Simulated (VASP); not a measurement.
Crystal: FeNi3.

```
Fe Ni
1.0
    -1.76698    1.76698    3.53959
     1.76698   -1.76698    3.53959
     1.76698    1.76698   -3.53959
Fe Ni
1 3
Direct
  0.00000 0.00000 0.00000
  0.50000 0.50000 0.00000
  0.75000 0.25000 0.50000
  0.25000 0.75000 0.50000
```

Base run:

- Program: VASP 6.6.1
- Functional: PBEsol
- Potentials or basis: VASP PAW PBE potentials, release 64 (Fe, Ni)
- Cutoff: 520 eV
- k mesh: 16 × 16 × 16
- Occupations: gaussian, width 0.1 eV
- Spin: no spin polarisation

Its results: pressure -16.6 GPa.

The run is repeated on the same cell with these changes: spin from no spin polarisation to collinear spin, ferromagnetic start; further incar settings from ALGO = Fast; EDIFF = 1e-07; NBANDS = 27 to ALGO = Normal; EDIFF = 1e-07; NBANDS = 31. What comes out?

Pressure -8.5 GPa; net moment 4.55 μB per cell; site moments Fe +2.81; Ni +0.57, +0.59 (each value once) μB.

Caveats: the cell stands under tension; the PAW data sets were made with another functional, which shifts forces and pressure a little.
